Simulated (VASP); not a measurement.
# Ga (I4/mmm) in VASP: further runs

The runs below take Ga through single point, with PBE.

All numbers are computed with VASP 6.6.1; they aren't measurements. Logs are shortened: lines on timing, memory, paths and dates and some standing lists are left out, and cuts for length are marked.

### Step 1. The cell of the first run

It takes space group I4/mmm (No. 139, tetragonal). Conventional cell: a = 2.751 Å, b = 2.751 Å, c = 4.368 Å, α = 90.00°, β = 90.00°, γ = 90.00°. Within 3.6 Å of Ga (site symmetry 4/mmm) lie 12 Ga at 2.75 to 2.92 Å.

### Step 2. Single point, PBE (16.53 Å³/atom)

Input file INCAR:

```
PREC = Accurate
ENCUT = 520
EDIFF = 1E-6
ISMEAR = -1
SIGMA = 0.03
LREAL = F
LASPH = T
NELM = 80
ALGO = Normal
ISIF = 2
LWAVE = F
LCHARG = F
GGA = PE
NBANDS = 12
```

Input file KPOINTS:

```
regular mesh
0
Gamma
  16 16 16
```

Input file POSCAR:

```
Ga
1.0
   -1.3755827078      1.3755827078      2.1838845126
    1.3755827078     -1.3755827078      2.1838845126
    1.3755827078      1.3755827078     -2.1838845126
Ga
1
Direct
    0.0000000000      0.0000000000      0.0000000000
```

Potentials or basis: VASP PAW PBE potentials, release 64 (Ga_d).

The run is started by

```console
> cat potpaw_PBE.64/Ga_d/POTCAR > POTCAR
> mpirun -np 1 vasp_std > vasp.out
```

OUTCAR:

```text
PREC = Accurate
   ENCUT = 520
   EDIFF = 1E-6
   ISMEAR = -1
   LREAL = F
   LASPH = T
   NELM = 80
   ISIF = 2
   GGA = PE

 ion  position               nearest neighbor table
   1  0.000  0.000  0.000-

  LATTYP: Found a body centered tetragonal cell.
 ALAT       =     2.7511654156
 C/A-ratio  =     1.5876068376

  Lattice vectors:

 A1 = (  -1.3755827078,   1.3755827078,   2.1838845126)
 A2 = (   1.3755827078,  -1.3755827078,   2.1838845126)
 A3 = (   1.3755827078,   1.3755827078,  -2.1838845126)

Analysis of symmetry for initial positions (statically):
=====================================================================
 Subroutine PRICEL returns:
 Original cell was already a primitive cell.

 Routine SETGRP: Setting up the symmetry group for a
 body centered tetragonal supercell.

 Subroutine GETGRP returns: Found 16 space group operations
 (whereof 16 operations were pure point group operations)
 out of a pool of 16 trial point group operations.

The static configuration has the point symmetry D_4h.

Analysis of symmetry for dynamics (positions and initial velocities):
=====================================================================
 Subroutine PRICEL returns:
 Original cell was already a primitive cell.

 Routine SETGRP: Setting up the symmetry group for a
 body centered tetragonal supercell.

 Subroutine GETGRP returns: Found 16 space group operations
 (whereof 16 operations were pure point group operations)
 out of a pool of 16 trial point group operations.

The dynamic configuration has the point symmetry D_4h.

 Subroutine INISYM returns: Found 16 space group operations
 (whereof 16 operations are pure point group operations),
 and found     1 'primitive' translations

----------------------------------------------------------------------------------------

                                     Primitive cell

  volume of cell :      16.5296

  direct lattice vectors                    reciprocal lattice vectors
    -1.375582708  1.375582708  2.183884513     0.000000000  0.363482324  0.228949836
     1.375582708 -1.375582708  2.183884513     0.363482324  0.000000000  0.228949836
     1.375582708  1.375582708 -2.183884513     0.363482324  0.363482324  0.000000000

  length of vectors
[... 82 lines left out ...]
   EDIFFG = 0.1E-04   stopping-criterion for IOM
   NSW    =      0    number of steps for IOM
   IBRION =     -1    ionic relax: 0-MD 1-quasi-New 2-CG
   NFREE  =      0    steps in history (QN), initial steepest desc. (CG)
   ISIF   =      2    stress and relaxation
   ISYM   =      2    0-nonsym 1-usesym 2-fastsym
   POTIM  = 0.5000    time-step for ionic-motion
   TEBEG  =    0.0;   TEEND  =   0.0 temperature during run
   PSTRESS=    0.0 pullay stress
   NELECT =      13.0000    total number of electrons
   NUPDOWN=      -1.0000    fix difference up-down
   EMIN   =  10.00;   EMAX   =-10.00  energy-range for DOS
   EFERMI =   0.00;   METHOD = LEGACY
   ISMEAR =    -1;   SIGMA  =   0.03  broadening in eV -4-tet -1-fermi 0-gaus
   EFERMI_NEDOS =   21; number of points for ismear=-14 and -15
   IALGO  =     38    algorithm
   IMIX   =      4    mixing-type and parameters
     AMIX     =   0.40;   BMIX     =  1.00
     AMIX_MAG =   1.60;   BMIX_MAG =  1.00
  volume/ion in A,a.u.               =      16.53       111.55
  Fermi-wavevector in a.u.,A,eV,Ry     =   1.511129  2.855620 31.069058  2.283511
  Thomas-Fermi vector in A             =   2.621227
   LORBIT       =      0    0 simple, 1 ext, 2 COOP (PROOUT), +10 PAW based schemes
   GGA     = PE    functional components
   LHFCALC =     F    Hartree Fock is set to
   AEXX    =    0.0000 exact exchange contribution
   IVDW    =     0    specifies the selected vdW correction
   LEPSILON=     F    determine dielectric tensor
   LRPA    =     F    only Hartree local field effects (RPA)
 non-spin polarized calculation
  energy-cutoff  :      520.00
  volume of cell :       16.53
 maximum number of plane-waves:       464
 NGX is ok and might be reduce to    24
   NGX = 11   NGY = 11   NGZ = 11

 number of electron      13.0000006 magnetization

 Free energy of the ion-electron system (eV)
  ---------------------------------------------------
  ext. energy  EPLUGINS =         0.00000000
  ---------------------------------------------------
  free energy    TOTEN  =        -2.82900867 eV

  energy without entropy =       -2.82827304  energy(sigma->0) =       -2.82864085

 E-fermi :   6.8757     XC(G=0): -11.6938

 val. band max:        6.8734837823   @ k =  -0.3125   0.5000   0.3125
 cond. band min:       6.8995499275   @ k =   0.3750   0.3125   0.1250
 fundamental gap:      0.0260661452
 Fermi energy:         6.8756744052

 k-point     1 :       0.0000    0.0000    0.0000
  band No.  band energies     occupation
      1      -8.2862      2.00000
      2      -8.1345      2.00000
      3      -8.1345      2.00000
      4      -8.1059      2.00000
      5      -7.9451      2.00000
      6      -5.2496      2.00000
      7      20.6221      0.00000
      8      20.6221      0.00000
      9      20.7228      0.00000
     10      23.6337      0.00000
     11      23.9523      0.00000
     12      24.5702      0.00000
[... 331 lines left out ...]
 k-point    24 :      -0.0625    0.0625    0.0000
  band No.  band energies     occupation
      1      -8.2688      2.00000
      2      -8.1447      2.00000
      3      -8.1270      2.00000
      4      -8.1000      2.00000
      5      -7.9538      2.00000
      6      -5.0909      2.00000
      7      19.3555      0.00000
      8      19.6944      0.00000
      9      20.0889      0.00000
     10      21.9276      0.00000
     11      25.4722      0.00000
     12      25.4865      0.00000

 [... further k-points ...]

------------------------ aborting loop because EDIFF is reached ----------------------------------------

  FORCE on cell =-STRESS in cart. coord.  units (eV):
  Direction    XX          YY          ZZ          XY          YZ          ZX
  --------------------------------------------------------------------------------------
  -------------------------------------------------------------------------------------
  Total        1.0237619      1.0237619      0.8674382      0.0000000      0.0000000      0.0000000
  in kB       99.2307907     99.2307907     84.0787109      0.0000000      0.0000000      0.0000000
  external PRESSURE =      94.1800974 kB  Pullay stress =       0.0000000 kB

 VOLUME and BASIS-vectors are now :
 -----------------------------------------------------------------------------
  energy-cutoff  :      520.00
  volume of cell :       16.53
      direct lattice vectors                 reciprocal lattice vectors
    -1.375582708  1.375582708  2.183884513     0.000000000  0.363482324  0.228949836
     1.375582708 -1.375582708  2.183884513     0.363482324  0.000000000  0.228949836
     1.375582708  1.375582708 -2.183884513     0.363482324  0.363482324  0.000000000

 POSITION                                       TOTAL-FORCE (eV/Angst)
 -----------------------------------------------------------------------------------
      0.00000      0.00000      0.00000        -0.000000      0.000000      0.000000
 -----------------------------------------------------------------------------------
    total drift:                                0.000000      0.000000     -0.000000

  FREE ENERGIE OF THE ION-ELECTRON SYSTEM (eV)
  ---------------------------------------------------
  free  energy   TOTEN  =        -2.8290086665 eV

  energy  without entropy=       -2.8282730387  energy(sigma->0) =       -2.82864085
```

It took 35 s on 1 thread of Intel Xeon Platinum 8488C (Sapphire Rapids), shared host; peak memory 0.19 GiB.

Results:

```yaml
Free_energy: -2.8290 eV
Pressure: 9.4 GPa
Band_gap_on_the_k_mesh: zero (an odd number of electrons rules out a gap without spin polarisation)
```

Stress tensor (GPa, compression positive):
```
9.92 0.00 0.00
0.00 9.92 0.00
0.00 0.00 8.41
```

Caveat: the cell stands under pressure.

### Step 3. Single point, PBE (17.05 Å³/atom)

This run uses another cell than the first one, of 17.05 Å³/atom.

Input file INCAR:

```
SYSTEM = Ga
PREC = Accurate
ENCUT = 520
EDIFF = 1E-7
ISMEAR = -1
SIGMA = 0.03
LREAL = .False.
LASPH = .True.
NELM = 60
ALGO = Normal
ISIF = 2
LWAVE = .False.
LCHARG = .False.
GGA = PE
NBANDS = 12
```

Input file KPOINTS:

```
regular mesh
0
Gamma
  16 16 16
  0 0 0
```

Input file POSCAR:

```
Ga
1.0
   -1.3898172122      1.3898172122      2.2064833090
    1.3898172122     -1.3898172122      2.2064833090
    1.3898172122      1.3898172122     -2.2064833090
Ga
1
Direct
    0.0000000000      0.0000000000      0.0000000000
```

Potentials or basis: VASP PAW PBE potentials, release 64 (Ga_d).

The run is started by

```console
> cat potpaw_PBE.64/Ga_d/POTCAR > POTCAR
> mpirun -np 1 vasp_std > vasp.out
```

OUTCAR:

```text
SYSTEM = Ga
   PREC = Accurate
   ENCUT = 520
   EDIFF = 1E-7
   ISMEAR = -1
   LREAL = .False.
   LASPH = .True.
   NELM = 60
   ISIF = 2
   GGA = PE

 ion  position               nearest neighbor table
   1  0.000  0.000  0.000-

  LATTYP: Found a body centered tetragonal cell.
 ALAT       =     2.7796344244
 C/A-ratio  =     1.5876068375

  Lattice vectors:

 A1 = (  -1.3898172122,   1.3898172122,   2.2064833090)
 A2 = (   1.3898172122,  -1.3898172122,   2.2064833090)
[... 540 lines left out ...]

 [... further k-points ...]

------------------------ aborting loop because EDIFF is reached ----------------------------------------

  FORCE on cell =-STRESS in cart. coord.  units (eV):
  Direction    XX          YY          ZZ          XY          YZ          ZX
  --------------------------------------------------------------------------------------
  -------------------------------------------------------------------------------------
  Total        0.7739634      0.7739634      0.6399662      0.0000000     -0.0000000      0.0000000
  in kB       72.7369313     72.7369313     60.1439018      0.0000000     -0.0000000      0.0000000
  external PRESSURE =      68.5392548 kB  Pullay stress =       0.0000000 kB

 VOLUME and BASIS-vectors are now :
 -----------------------------------------------------------------------------
  energy-cutoff  :      520.00
  volume of cell :       17.05
      direct lattice vectors                 reciprocal lattice vectors
    -1.389817212  1.389817212  2.206483309     0.000000000  0.359759539  0.226604932
     1.389817212 -1.389817212  2.206483309     0.359759539  0.000000000  0.226604932
     1.389817212  1.389817212 -2.206483309     0.359759539  0.359759539  0.000000000

 POSITION                                       TOTAL-FORCE (eV/Angst)
 -----------------------------------------------------------------------------------
      0.00000      0.00000      0.00000        -0.000000      0.000000      0.000000
 -----------------------------------------------------------------------------------
    total drift:                                0.000000      0.000000     -0.000000

  FREE ENERGIE OF THE ION-ELECTRON SYSTEM (eV)
  ---------------------------------------------------
  free  energy   TOTEN  =        -2.8553302824 eV

  energy  without entropy=       -2.8545349426  energy(sigma->0) =       -2.85493261
```

It took 39 s on 1 thread of Intel Xeon Platinum 8488C (Sapphire Rapids), shared host; peak memory 0.19 GiB.

What came out:

```
Free energy            : -2.8553 eV
Pressure               : 6.9 GPa
Band gap on the k mesh : zero (an odd number of electrons rules out a gap without spin polarisation)
```

Stress tensor (GPa, compression positive):
```
7.27 0.00 0.00
0.00 7.27 0.00
0.00 0.00 6.01
```

Levels at points of the mesh, in eV from the Fermi level:
```csv
k point,band 4,band 5,band 6,band 7,band 8,band 9
"(0.00, 0.00, 0.00)",-14.93,-14.78,-11.85,13.39,13.39,13.47
"(0.50, 0.00, 0.00)",-14.74,-14.70,-4.98,-4.44,8.99,12.26
"(0.50, 0.50, 0.00)",-14.74,-14.62,-2.35,-1.23,4.24,5.16
"(0.50, 0.50, 0.50)",-14.70,-14.70,-3.82,-3.81,6.71,6.71
```

Caveat: the cell stands under pressure.

### Step 4. Single point, PBE (18.10 Å³/atom)

This run uses another cell than the first one, of 18.10 Å³/atom.

Input file INCAR:

```
PREC     = Accurate       # precision mode
ENCUT    = 520            # plane-wave cutoff, eV
EDIFF    = 1E-6           # SCF threshold, eV
ISMEAR   = -1             # smearing method
SIGMA    = 0.03           # smearing width, eV
LREAL    = F              # projectors in reciprocal space
LASPH    = T              # aspherical terms in the spheres
NELM     = 80             # most SCF steps
ALGO     = Normal         # electronic algorithm
ISIF     = 2              # what is computed and relaxed
LWAVE    = F              # write WAVECAR
LCHARG   = F              # write CHGCAR
GGA      = PE             # functional
NBANDS   = 12             # bands
```

Input file KPOINTS:

```
Automatic mesh
0
Gamma
  16 16 16
```

Input file POSCAR:

```
Ga
1.0
   -1.4179018942      1.4179018942      2.2510707423
    1.4179018942     -1.4179018942      2.2510707423
    1.4179018942      1.4179018942     -2.2510707423
Ga
1
Direct
    0.0000000000      0.0000000000      0.0000000000
```

The run is started by

```console
> cat potpaw_PBE.64/Ga_d/POTCAR > POTCAR
> mpirun -np 1 vasp_std > vasp.out
```

Wall time 37 s (1 thread of Intel Xeon Platinum 8488C (Sapphire Rapids), shared host); peak memory 0.2 GiB.

It converged, with:

```
Free energy            : -2.8859 eV
Pressure               : 2.6 GPa
Band gap on the k mesh : zero (an odd number of electrons rules out a gap without spin polarisation)
```

Stress tensor (GPa, compression positive):
```
2.81 0.00 0.00
0.00 2.81 0.00
0.00 0.00 2.07
```

Levels at points of the mesh, in eV from the Fermi level:
```csv
k point,band 4,band 5,band 6,band 7,band 8,band 9
"(0.00, 0.00, 0.00)",-14.88,-14.75,-11.37,12.69,12.69,12.71
"(0.50, 0.00, 0.00)",-14.72,-14.68,-4.94,-4.15,8.56,11.63
"(0.50, 0.50, 0.00)",-14.72,-14.61,-2.17,-1.41,4.07,4.98
"(0.50, 0.50, 0.50)",-14.68,-14.68,-3.84,-3.55,6.44,6.44
```

### Step 5. Single point, PBE (18.63 Å³/atom)

This run uses another cell than the first one, of 18.63 Å³/atom.

Input file INCAR:

```
ALGO     = Normal         # electronic algorithm
EDIFF    = 1E-7           # SCF threshold, eV
ENCUT    = 520            # plane-wave cutoff, eV
GGA      = PE             # functional
ISIF     = 2              # what is computed and relaxed
ISMEAR   = -1             # smearing method
LASPH    = True           # aspherical terms in the spheres
LCHARG   = False          # write CHGCAR
LREAL    = False          # projectors in reciprocal space
LWAVE    = False          # write WAVECAR
NBANDS   = 12             # bands
NELM     = 60             # most SCF steps
PREC     = Accurate       # precision mode
SIGMA    = 0.03           # smearing width, eV
```

Input file KPOINTS:

```
k-points
0
Gamma
  16 16 16
```

Input file POSCAR:

```
Ga
1.0
   -1.4315364027      1.4315364027      2.2727169812
    1.4315364027     -1.4315364027      2.2727169812
    1.4315364027      1.4315364027     -2.2727169812
Ga
1
Direct
    0.0000000000      0.0000000000      0.0000000000
```

The run is started by

```console
> cat potpaw_PBE.64/Ga_d/POTCAR > POTCAR
> mpirun -np 1 vasp_std > vasp.out
```

Run time: 42 s. Hardware: 1 thread of Intel Xeon Platinum 8488C (Sapphire Rapids), shared host; peak memory 0.19 GiB.

Results (log left out):

```yaml
Free_energy: -2.8916 eV
Pressure: 0.9 GPa
Band_gap_on_the_k_mesh: zero (an odd number of electrons rules out a gap without spin polarisation)
```

Stress tensor (GPa, compression positive):
```
1.09 0.00 0.00
0.00 1.09 0.00
0.00 0.00 0.50
```

Levels at points of the mesh, in eV from the Fermi level:
| k point | band 3 | band 4 | band 5 | band 6 | band 7 | band 8 | band 9 | band 10 |
| --- | --- | --- | --- | --- | --- | --- | --- | --- |
| (0.00, 0.00, 0.00) | -14.89 | -14.87 | -14.75 | -11.15 | 12.36 | 12.36 | 12.36 | 15.91 |
| (0.50, 0.00, 0.00) | -14.87 | -14.71 | -14.68 | -4.93 | -4.01 | 8.35 | 11.33 | 12.41 |
| (0.50, 0.50, 0.00) | -14.72 | -14.71 | -14.61 | -2.09 | -1.50 | 3.99 | 4.89 | 7.88 |
| (0.50, 0.50, 0.50) | -14.69 | -14.68 | -14.68 | -3.87 | -3.43 | 6.31 | 6.31 | 9.53 |

### Step 6. Summary

| cell | gap on the mesh (eV) | pressure (GPa) |
| --- | --- | --- |
| a = 2.925 Å, angles 123.9, 123.9, 83.4°, 1 atom | none | 9.4 |
| a = 2.955 Å, angles 123.9, 123.9, 83.4°, 1 atom | none | 6.9 |
| a = 3.015 Å, angles 123.9, 123.9, 83.4°, 1 atom | none | 2.6 |
| a = 3.044 Å, angles 123.9, 123.9, 83.4°, 1 atom | none | 0.9 |

Alike in all rows: task single point; level PBE; potentials or basis VASP PAW PBE potentials, release 64 (Ga_d); no spin polarisation; k mesh 16 × 16 × 16; cutoff (eV) 520; smearing fermi-dirac 0.03 eV.

Caveats: the cell stands under pressure (at least some runs).

Absolute energies hang on the potentials; compare differences alone.
